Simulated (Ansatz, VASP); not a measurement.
Two plane-wave programs on BaTe

Contents of INCAR:

```
SYSTEM = BaTe
ALGO = Normal
EDIFF = 1E-6
ENCUT = 520
GGA = PE
ISIF = 2
ISMEAR = 0
LASPH = .TRUE.
LCHARG = .FALSE.
LREAL = .FALSE.
LWAVE = .FALSE.
NBANDS = 15
NELM = 60
PREC = Accurate
SIGMA = 0.05
```

The input KPOINTS:

```
k-points
0
G
  6 6 6
  0 0 0
```

File POSCAR:

```
BaTe
1.0
    4.0493427000      0.0000000000      0.0000000000
    0.0000000000      4.0493427000      0.0000000000
    0.0000000000      0.0000000000      4.1559043500
Ba Te
1 1
Direct
    0.0000000000      0.0000000000      0.0000000000
    0.5000000000      0.5000000000      0.5000000000
```

Input for Ansatz:

```yaml
crystal:
  lattice:
    - [4.0493427, 0.0, 0.0]
    - [0.0, 4.0493427, 0.0]
    - [0.0, 0.0, 4.15590435]
  atoms:
    - { symbol: Ba, position: [0.0, 0.0, 0.0] }
    - { symbol: Te, position: [0.5, 0.5, 0.5] }
basis:
  ecutwfc: 420
kpoints:
  mp_grid: { grid: [6, 6, 6] }
hamiltonian:
  xc: pbe
scf:
  occupations: { method: gaussian, width: 0.05 }
output:
  forces: true
  stress: true
  eigenvalues: true
```

Change from the starting cell: strain -0.050 along x and y, -0.025 along z, atoms carried along.

Alike in both runs: task single point; functional PBE; k mesh 6 × 6 × 6; occupations gaussian, width 0.05 eV; no spin polarisation.

|  | VASP | Ansatz |
| --- | --- | --- |
| version | VASP 6.6.1 | Ansatz 0.2.0 |
| potentials or method | VASP PAW PBE potentials, release 64 (Ba_sv, Te), cutoff 520 eV | scalar-relativistic, plane waves, PAW |
| valence electrons in the cell | 16 | 26 |

```csv
,VASP,Ansatz,Ansatz less VASP
gap on the k mesh at the Fermi level (eV),0.33,0.47,+0.137
least direct gap on the mesh (eV),0.70,0.79,+0.092
pressure (GPa),5.5,4.7,-0.75
"traceless stress, the component that is largest in VASP (GPa)",-1.39,-1.38,+0.008
```

VASP's potentials hold 16 valence electrons a cell and Ansatz's 26, so a difference there can come from the potentials and not from the codes.

Spin-orbit coupling is off throughout.
